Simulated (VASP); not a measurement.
# Ga2O3 (R32) in VASP: further runs, part 2 of 2

VASP 6.6.1. The steps go on from the part before.

## (3) Single point, PBE (atoms displaced along a vibrational mode)

INCAR reads:

```
ALGO = Normal
EDIFF = 1E-7
ENCUT = 520
GGA = PE
ISIF = 2
ISMEAR = 0
LASPH = T
LCHARG = F
LREAL = F
LWAVE = F
NBANDS = 55
NELM = 60
PREC = Accurate
SIGMA = 0.05
```

KPOINTS reads:

```
k-points
0
Gamma
  6 6 6
```

POSCAR reads:

```
Ga2O3
1.0
    2.5287245564      1.4599598033      4.5410352127
   -2.5287245564      1.4599598033      4.5410352127
    0.0000000000     -2.9199196066      4.5410352127
Ga O
4 6
Direct
    0.3448580487      0.3448580487      0.3448580487
    0.1551419513      0.1551419513      0.1551419513
    0.6331205409      0.6331205409      0.6331205409
    0.8668794591      0.8668794591      0.8668794591
    0.5505588890      0.9494411110      0.2500000000
    0.2500000000      0.5505588890      0.9494411110
    0.9494411110      0.2500000000      0.5505588890
    0.4442122226      0.0557877774      0.7500000000
    0.7500000000      0.4442122226      0.0557877774
    0.0557877774      0.7500000000      0.4442122226
```

Potentials or basis: VASP PAW PBE potentials, release 64 (Ga_d, O).

Launch:

```sh
cat potpaw_PBE.64/Ga_d/POTCAR potpaw_PBE.64/O/POTCAR > POTCAR
mpirun -np 1 vasp_std > vasp.out
```

OUTCAR:

```text
EDIFF = 1E-7
   ENCUT = 520
   GGA = PE
   ISIF = 2
   ISMEAR = 0
   LASPH = T
   LREAL = F
   NELM = 60
   PREC = Accurate

 ion  position               nearest neighbor table
   1  0.345  0.345  0.345-   7 2.00   6 2.00   5 2.00   9 2.01   8 2.01  10 2.01   2 2.58
   2  0.155  0.155  0.155-   6 2.00   7 2.00   5 2.00  10 2.01   8 2.01   9 2.01   1 2.58
   3  0.633  0.633  0.633-   6 1.90   5 1.90   7 1.90   9 2.22  10 2.22   8 2.22
   4  0.867  0.867  0.867-   7 1.90   5 1.90   6 1.90   9 2.22  10 2.22   8 2.22
   5  0.551  0.949  0.250-   3 1.90   4 1.90   1 2.00   2 2.00
   6  0.250  0.551  0.949-   3 1.90   4 1.90   2 2.00   1 2.00
   7  0.949  0.250  0.551-   4 1.90   3 1.90   1 2.00   2 2.00
   8  0.444  0.056  0.750-   1 2.01   2 2.01   3 2.22   4 2.22
   9  0.750  0.444  0.056-   1 2.01   2 2.01   3 2.22   4 2.22
  10  0.056  0.750  0.444-   2 2.01   1 2.01   3 2.22   4 2.22

  LATTYP: Found a trigonal (rhomboedric) cell.
 ALAT       =     5.3987898007
 COS(alpha) =     0.5612266819

  Lattice vectors:

 A1 = (   2.5287245564,   1.4599598033,   4.5410352127)
 A2 = (  -2.5287245564,   1.4599598033,   4.5410352127)
 A3 = (   0.0000000000,  -2.9199196066,   4.5410352127)

Analysis of symmetry for initial positions (statically):
=====================================================================
 Subroutine PRICEL returns:
 Original cell was already a primitive cell.

 Routine SETGRP: Setting up the symmetry group for a
 trigonal (rhombohedral) supercell.

 Subroutine GETGRP returns: Found  6 space group operations
 (whereof  3 operations were pure point group operations)
 out of a pool of 12 trial point group operations.

The static configuration has the point symmetry C_3 .
 The point group associated with its full space group is D_3 .

Analysis of symmetry for dynamics (positions and initial velocities):
=====================================================================
 Subroutine PRICEL returns:
 Original cell was already a primitive cell.

 Routine SETGRP: Setting up the symmetry group for a
 trigonal (rhombohedral) supercell.

 Subroutine GETGRP returns: Found  6 space group operations
 (whereof  3 operations were pure point group operations)
 out of a pool of 12 trial point group operations.

The dynamic configuration has the point symmetry C_3 .
 The point group associated with its full space group is D_3 .

 Subroutine INISYM returns: Found  6 space group operations
 (whereof  3 operations are pure point group operations),
 and found     1 'primitive' translations

----------------------------------------------------------------------------------------

                                     Primitive cell

  volume of cell :     100.5885

  direct lattice vectors                    reciprocal lattice vectors
     2.528724556  1.459959803  4.541035213     0.197728139  0.114158394  0.073404701
    -2.528724556  1.459959803  4.541035213    -0.197728139  0.114158394  0.073404701
     0.000000000 -2.919919607  4.541035213     0.000000000 -0.228316788  0.073404701

  length of vectors
     5.398789801  5.398789801  5.398789801     0.239826617  0.239826617  0.239826617

[... 76 lines left out ...]
 -0.333333  0.500000  0.166667     12.000000
 [... further k-points ...]
   k-points           NKPTS =     32   k-points in BZ     NKDIM =     32   number of bands    NBANDS=     55
   number of dos      NEDOS =    301   number of ions     NIONS =     10
   total plane-waves  NPLWV =  64000
   dimension x,y,z NGX =    40 NGY =   40 NGZ =   40
   dimension x,y,z NGXF=    80 NGYF=   80 NGZF=   80
   ions per type =               4   6
   NGX,Y,Z   is equivalent  to a cutoff of  12.32, 12.32, 12.32 a.u.
   NGXF,Y,Z  is equivalent  to a cutoff of  24.63, 24.63, 24.63 a.u.
 SYSTEM =  unknown system
   PREC   = accura    normal or accurate (medium, high low for compatibility)
   ISTART =      0    job   : 0-new  1-cont  2-samecut
   ICHARG =      2    charge: 1-file 2-atom 10-const
   ISPIN  =      1    spin polarized calculation?
   LNONCOLLINEAR =      F non collinear calculations
   LSORBIT =      F    spin-orbit coupling
   LASPH  =      T    aspherical Exc in radial PAW
   ENCUT  =  520.0 eV  38.22 Ry    6.18 a.u.  10.04 10.04 10.04*2*pi/ulx,y,z
   NELM   =     60;   NELMIN=  2; NELMDL= -5     # of ELM steps
   EDIFF  = 0.1E-06   stopping-criterion for ELM
   LREAL  =      F    real-space projection
   EDIFFG = 0.1E-05   stopping-criterion for IOM
   NSW    =      0    number of steps for IOM
   IBRION =     -1    ionic relax: 0-MD 1-quasi-New 2-CG
   NFREE  =      0    steps in history (QN), initial steepest desc. (CG)
   ISIF   =      2    stress and relaxation
   ISYM   =      2    0-nonsym 1-usesym 2-fastsym
   POTIM  = 0.5000    time-step for ionic-motion
   TEBEG  =    0.0;   TEEND  =   0.0 temperature during run
   PSTRESS=    0.0 pullay stress
   NELECT =      88.0000    total number of electrons
   NUPDOWN=      -1.0000    fix difference up-down
   EMIN   =  10.00;   EMAX   =-10.00  energy-range for DOS
   EFERMI =   0.00;   METHOD = LEGACY
   ISMEAR =     0;   SIGMA  =   0.05  broadening in eV -4-tet -1-fermi 0-gaus
   EFERMI_NEDOS =   21; number of points for ismear=-14 and -15
   IALGO  =     38    algorithm
   IMIX   =      4    mixing-type and parameters
     AMIX     =   0.40;   BMIX     =  1.00
     AMIX_MAG =   1.60;   BMIX_MAG =  1.00
  volume/ion in A,a.u.               =      10.06        67.88
  Fermi-wavevector in a.u.,A,eV,Ry     =   1.565740  2.958819 33.355234  2.451541
  Thomas-Fermi vector in A             =   2.668171
   LORBIT       =      0    0 simple, 1 ext, 2 COOP (PROOUT), +10 PAW based schemes
   GGA     = PE    functional components
   LHFCALC =     F    Hartree Fock is set to
   AEXX    =    0.0000 exact exchange contribution
   IVDW    =     0    specifies the selected vdW correction
   LEPSILON=     F    determine dielectric tensor
   LRPA    =     F    only Hartree local field effects (RPA)
 non-spin polarized calculation
 Gauss-broadening in eV      SIGMA  =   0.05
  energy-cutoff  :      520.00
  volume of cell :      100.59
 maximum number of plane-waves:      2730
   NGX = 21   NGY = 21   NGZ = 21

 number of electron      88.0000010 magnetization

 Free energy of the ion-electron system (eV)
  ---------------------------------------------------
  ext. energy  EPLUGINS =         0.00000000
  ---------------------------------------------------
  free energy    TOTEN  =       -58.20588943 eV

  energy without entropy =      -58.20588943  energy(sigma->0) =      -58.20588943

 E-fermi :   5.0986     XC(G=0): -11.9627

 val. band max:        4.8722227159   @ k =   0.3333   0.3333   0.3333
 cond. band min:       6.3277314035   @ k =   0.0000   0.0000   0.0000
 fundamental gap:      1.4555086876
 Fermi energy:         5.0985558574

 k-point     1 :       0.0000    0.0000    0.0000
  band No.  band energies     occupation
      1     -15.2894      2.00000
      2     -13.9627      2.00000
      3     -13.9627      2.00000
      4     -12.1109      2.00000
      5     -11.5618      2.00000
      6     -11.5618      2.00000
[... 1381 lines left out ...]
     54      16.0063      0.00000
     55      16.3351      0.00000

 [... further k-points ...]

------------------------ aborting loop because EDIFF is reached ----------------------------------------

  FORCE on cell =-STRESS in cart. coord.  units (eV):
  Direction    XX          YY          ZZ          XY          YZ          ZX
  --------------------------------------------------------------------------------------
  -------------------------------------------------------------------------------------
  Total        3.1459822      3.1459822      0.8631075     -0.0000000      0.0000000      0.0000000
  in kB       50.1092958     50.1092958     13.7476010     -0.0000000      0.0000000      0.0000000
  external PRESSURE =      37.9887309 kB  Pullay stress =       0.0000000 kB

 VOLUME and BASIS-vectors are now :
 -----------------------------------------------------------------------------
  energy-cutoff  :      520.00
  volume of cell :      100.59
      direct lattice vectors                 reciprocal lattice vectors
     2.528724556  1.459959803  4.541035213     0.197728139  0.114158394  0.073404701
    -2.528724556  1.459959803  4.541035213    -0.197728139  0.114158394  0.073404701
     0.000000000 -2.919919607  4.541035213     0.000000000 -0.228316788  0.073404701

 POSITION                                       TOTAL-FORCE (eV/Angst)
 -----------------------------------------------------------------------------------
      0.00000      0.00000      4.69804         0.000000     -0.000000      4.650062
      0.00000      0.00000      2.11352         0.000000      0.000000     -4.650062
      0.00000      0.00000      8.62507         0.000000     -0.000000      3.245695
      0.00000      0.00000     11.80959         0.000000     -0.000000     -3.245695
     -1.00866      1.45996      7.94681         0.320168     -0.000000     -0.000000
     -0.76003     -1.60351      7.94681        -0.160084      0.277274     -0.000000
      1.76869      0.14355      7.94681        -0.160084     -0.277274     -0.000000
      0.98222     -1.45996      5.67629        -0.039409     -0.000000     -0.000000
      0.77325      1.58061      5.67629         0.019704     -0.034129     -0.000000
     -1.75547     -0.12065      5.67629         0.019704      0.034129     -0.000000
 -----------------------------------------------------------------------------------
    total drift:                               -0.000000      0.000000     -0.000000

  FREE ENERGIE OF THE ION-ELECTRON SYSTEM (eV)
  ---------------------------------------------------
  free  energy   TOTEN  =       -58.2058894303 eV

  energy  without entropy=      -58.2058894303  energy(sigma->0) =      -58.20588943
```

It took 4.4 min on 1 thread of Intel Xeon Platinum 8124M at 3.00GHz (Skylake/Cascade Lake), shared host; peak memory 0.31 GiB.

What came out:

- Free energy: -58.2059 eV
- Pressure: 3.8 GPa
- Largest force: 4.650 eV/Å
- Band gap on the k mesh: 1.46 eV (least direct gap 1.48 eV)

Forces in eV/Å, atoms in the order of the input:
```
Ga   0.000  0.000  4.650
Ga   0.000  0.000 -4.650
Ga   0.000  0.000  3.246
Ga   0.000  0.000 -3.246
O    0.320  0.000  0.000
O   -0.160  0.277  0.000
O   -0.160 -0.277  0.000
O   -0.039  0.000  0.000
O    0.020 -0.034  0.000
O    0.020  0.034  0.000
```

Stress tensor (GPa, compression positive):
```
5.01 0.00 0.00
0.00 5.01 0.00
0.00 0.00 1.37
```

Caveat: the cell differs from its parent crystal (atoms displaced along a vibrational mode); the cell stands under pressure; forces of over 1 eV/Å act on the atoms, so gaps and moduli don't describe the material at rest.

## (4) Single point, PBE (atoms displaced along a vibrational mode)

INCAR reads:

```
SYSTEM = Ga2O3
PREC = Accurate ; ENCUT = 520
EDIFF = 1E-6 ; ISMEAR = 0
SIGMA = 0.05 ; LREAL = .FALSE.
LASPH = .TRUE. ; NELM = 80
ALGO = Normal ; ISIF = 2
LWAVE = .FALSE. ; LCHARG = .FALSE.
GGA = PE ; NBANDS = 55
```

KPOINTS reads:

```
Automatic mesh
0
G
  6 6 6
  0 0 0
```

POSCAR reads:

```
Ga2O3
1.0
    2.5287245564      1.4599598033      4.5410352127
   -2.5287245564      1.4599598033      4.5410352127
    0.0000000000     -2.9199196066      4.5410352127
Ga O
4 6
Direct
    0.3632092240      0.3632092240      0.3632092240
    0.1367907760      0.1367907760      0.1367907760
    0.6514717162      0.6514717162      0.6514717162
    0.8485282838      0.8485282838      0.8485282838
    0.5549162960      0.9450837040      0.2500000000
    0.2500000000      0.5549162960      0.9450837040
    0.9450837040      0.2500000000      0.5549162960
    0.4485696296      0.0514303704      0.7500000000
    0.7500000000      0.4485696296      0.0514303704
    0.0514303704      0.7500000000      0.4485696296
```

Potentials or basis: VASP PAW PBE potentials, release 64 (Ga_d, O).

Launch:

```sh
cat potpaw_PBE.64/Ga_d/POTCAR potpaw_PBE.64/O/POTCAR > POTCAR
mpirun -np 1 vasp_std > vasp.out
```

OUTCAR:

```text
SYSTEM = Ga2O3
   PREC = Accurate
   ENCUT = 520
   EDIFF = 1E-6
   ISMEAR = 0
   LREAL = .FALSE.
   LASPH = .TRUE.
   NELM = 80
   ISIF = 2
   GGA = PE

 ion  position               nearest neighbor table
   1  0.363  0.363  0.363-   9 1.92   8 1.92  10 1.92   7 2.18   6 2.18   5 2.18
   2  0.137  0.137  0.137-  10 1.92   8 1.92   9 1.92   7 2.18   6 2.18   5 2.18
   3  0.651  0.651  0.651-   6 1.99   5 1.99   7 1.99   9 2.03  10 2.03   8 2.03   4 2.68
   4  0.849  0.849  0.849-   7 1.99   5 1.99   6 1.99   9 2.03  10 2.03   8 2.03   3 2.68
   5  0.555  0.945  0.250-   3 1.99   4 1.99   1 2.18   2 2.18
   6  0.250  0.555  0.945-   3 1.99   4 1.99   1 2.18   2 2.18
   7  0.945  0.250  0.555-   4 1.99   3 1.99   1 2.18   2 2.18
   8  0.449  0.051  0.750-   1 1.92   2 1.92   3 2.03   4 2.03
   9  0.750  0.449  0.051-   1 1.92   2 1.92   3 2.03   4 2.03
  10  0.051  0.750  0.449-   2 1.92   1 1.92   3 2.03   4 2.03

  LATTYP: Found a trigonal (rhomboedric) cell.
 ALAT       =     5.3987898007
 COS(alpha) =     0.5612266819

  Lattice vectors:

 A1 = (   2.5287245564,   1.4599598033,   4.5410352127)
[... 206 lines left out ...]
      3     -13.5310      2.00000
      4     -12.3902      2.00000
      5     -11.9199      2.00000
      6     -11.9199      2.00000
[... 1381 lines left out ...]
     54      15.8908      0.00000
     55      16.2748      0.00000

 [... further k-points ...]

------------------------ aborting loop because EDIFF is reached ----------------------------------------

  FORCE on cell =-STRESS in cart. coord.  units (eV):
  Direction    XX          YY          ZZ          XY          YZ          ZX
  --------------------------------------------------------------------------------------
  -------------------------------------------------------------------------------------
  Total        1.7143938      1.7143938      0.6275584      0.0000000      0.0000000      0.0000000
  in kB       27.3069145     27.3069145      9.9957681      0.0000000      0.0000000      0.0000000
  external PRESSURE =      21.5365324 kB  Pullay stress =       0.0000000 kB

 VOLUME and BASIS-vectors are now :
 -----------------------------------------------------------------------------
  energy-cutoff  :      520.00
  volume of cell :      100.59
      direct lattice vectors                 reciprocal lattice vectors
     2.528724556  1.459959803  4.541035213     0.197728139  0.114158394  0.073404701
    -2.528724556  1.459959803  4.541035213    -0.197728139  0.114158394  0.073404701
     0.000000000 -2.919919607  4.541035213     0.000000000 -0.228316788  0.073404701

 POSITION                                       TOTAL-FORCE (eV/Angst)
 -----------------------------------------------------------------------------------
      0.00000      0.00000      4.94804        -0.000000     -0.000000     -2.316081
      0.00000      0.00000      1.86352        -0.000000     -0.000000      2.316081
      0.00000      0.00000      8.87507        -0.000000     -0.000000     -2.940018
      0.00000      0.00000     11.55959        -0.000000     -0.000000      2.940018
     -0.98663      1.45996      7.94681        -0.002070     -0.000000      0.000000
     -0.77105     -1.58442      7.94681         0.001035     -0.001793      0.000000
      1.75768      0.12446      7.94681         0.001035      0.001793      0.000000
      1.00426     -1.45996      5.67629        -0.153252     -0.000000      0.000000
      0.76223      1.59969      5.67629         0.076626     -0.132721      0.000000
     -1.76649     -0.13973      5.67629         0.076626      0.132721      0.000000
 -----------------------------------------------------------------------------------
    total drift:                               -0.000001     -0.000000      0.000000

  FREE ENERGIE OF THE ION-ELECTRON SYSTEM (eV)
  ---------------------------------------------------
  free  energy   TOTEN  =       -58.8660795971 eV

  energy  without entropy=      -58.8660795971  energy(sigma->0) =      -58.86607960
```

OSZICAR:

```text
N       E                     dE             d eps       ncg     rms          rms(c)
DAV:   1     0.122973517158E+04    0.12297E+04   -0.39410E+04  4176   0.299E+03
DAV:   2     0.205818170859E+03   -0.10239E+04   -0.95905E+03  3568   0.829E+02
DAV:   3    -0.463698010674E+02   -0.25219E+03   -0.24454E+03  4026   0.262E+02
DAV:   4    -0.667610921514E+02   -0.20391E+02   -0.20140E+02  4416   0.811E+01
DAV:   5    -0.675359289969E+02   -0.77484E+00   -0.77323E+00  4613   0.162E+01    0.171E+01
DAV:   6    -0.587962080135E+02    0.87397E+01   -0.29391E+01  6316   0.603E+01    0.477E+00
DAV:   7    -0.589244733188E+02   -0.12827E+00   -0.28997E+00  3949   0.958E+00    0.329E+00
DAV:   8    -0.588905591743E+02    0.33914E-01   -0.48574E-01  5180   0.733E+00    0.122E+00
DAV:   9    -0.588648070791E+02    0.25752E-01   -0.19568E-01  5321   0.548E+00    0.232E-01
DAV:  10    -0.588655981826E+02   -0.79110E-03   -0.13419E-02  4194   0.124E+00    0.149E-01
DAV:  11    -0.588660759248E+02   -0.47774E-03   -0.32220E-03  5665   0.578E-01    0.519E-02
DAV:  12    -0.588660864501E+02   -0.10525E-04   -0.60524E-04  4405   0.187E-01    0.289E-02
DAV:  13    -0.588660739833E+02    0.12467E-04   -0.13576E-04  5457   0.152E-01    0.782E-03
DAV:  14    -0.588660795516E+02   -0.55683E-05   -0.68250E-05  4282   0.778E-02    0.492E-03
DAV:  15    -0.588660795971E+02   -0.45582E-07   -0.78808E-06  4169   0.602E-02
   1 F= -.58866080E+02 E0= -.58866080E+02  d E =-.670797E-15
```

Wall time 3.6 min (1 thread of Intel Xeon Platinum 8124M at 3.00GHz (Skylake/Cascade Lake), shared host); peak memory 0.31 GiB.

Results:

* Free energy: -58.8661 eV
* Pressure: 2.2 GPa
* Largest force: 2.940 eV/Å
* Band gap on the k mesh: 1.89 eV (least direct gap 1.91 eV)

Forces in eV/Å, atoms in the order of the input:
```
Ga   0.000  0.000 -2.316
Ga   0.000  0.000  2.316
Ga   0.000  0.000 -2.940
Ga   0.000  0.000  2.940
O   -0.002  0.000  0.000
O    0.001 -0.002  0.000
O    0.001  0.002  0.000
O   -0.153  0.000  0.000
O    0.077 -0.133  0.000
O    0.077  0.133  0.000
```

Stress tensor (GPa, compression positive):
```
2.73 0.00 0.00
0.00 2.73 0.00
0.00 0.00 1.00
```

Levels at points of the mesh, in eV from the valence-band top:
```csv
k point,band 40,band 41,band 42,band 43,band 44,band 45,band 46,band 47,band 48,band 49
"(0.00, 0.00, 0.00)",-0.77,-0.77,-0.70,-0.02,-0.02,1.89,5.85,6.14,8.05,9.35
"(0.50, 0.00, 0.00)",-1.24,-1.04,-0.82,-0.55,-0.25,5.38,5.54,5.76,6.24,8.96
"(0.50, 0.50, 0.00)",-1.04,-0.92,-0.90,-0.47,-0.30,5.59,5.84,6.80,6.88,7.99
"(0.50, 0.50, 0.50)",-1.64,-1.24,-1.24,-0.01,-0.01,4.68,5.37,6.97,7.04,8.56
```

Caveat: the cell differs from its parent crystal (atoms displaced along a vibrational mode); forces of over 1 eV/Å act on the atoms, so gaps and moduli don't describe the material at rest. A k mesh can miss the band edges.

## (5) Overview

```tsv
cell	gap on the mesh (eV)	pressure (GPa)	largest force (eV/Å)
as given, atomic positions A	1.00	6.0	6.54
as given, atomic positions B	1.46	3.8	4.65
as given, atomic positions C	1.89	2.2	2.94
```

Alike in all rows: task single point; level PBE; potentials or basis VASP PAW PBE potentials, release 64 (Ga_d, O); no spin polarisation; k mesh 6 × 6 × 6; cutoff (eV) 520; smearing gaussian 0.05 eV.

Caveats: forces of over 1 eV/Å act on the atoms, so gaps and moduli don't describe the material at rest; the cell stands under pressure (at least some runs).

Total energies depend on the potentials used, so only differences within one code and one set of settings carry meaning.
